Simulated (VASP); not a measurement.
Here is a VASP 6.6.1 calculation.

INCAR

```
PREC = Accurate
ENCUT = 520
EDIFF = 1E-6
ISMEAR = 0
SIGMA = 0.15
LREAL = F
LASPH = T
NELM = 80
ALGO = Fast
ISIF = 2
LWAVE = F
LCHARG = F
GGA = PE
IVDW = 12
NBANDS = 32
```

Contents of KPOINTS:

```
regular mesh
0
Gamma
  18 18 6
```

File POSCAR:

```
Hg
1.0
    3.5952124211      0.0000000000      0.0000000000
   -1.7976062106      3.1135452887      0.0000000000
    0.0000000000      0.0000000000      9.1246942988
Hg
4
Direct
    0.0000000000      0.0000000000      0.0000000000
    0.3333333333      0.6666666667      0.2500000000
    0.0000000000      0.0000000000      0.5000000000
    0.6666666667      0.3333333333      0.7500000000
```

Potentials or basis: VASP PAW PBE potentials, release 64 (Hg).

Run with:

```sh
$ cat potpaw_PBE.64/Hg/POTCAR > POTCAR
$ mpirun -np 1 vasp_std > vasp.out
```

Question: Estimate the pressure.

Answer: 0.2 GPa.

Question: What does it give for the band gap on the k mesh?

Answer: Zero (band 24 reaches 3.27 eV, above the bottom of band 25 at 1.43 eV).

Question: What does it give for the dispersion energy per atom?

Answer: -0.411 eV.

Stress tensor (GPa, compression positive):
```
0.05 0.00 0.00
0.00 0.05 0.00
0.00 0.00 0.65
```

Caveat: spin-orbit coupling is left out, which moves the levels of the heavy elements; pairwise dispersion overbinds metals, which lowers pressure and volume.
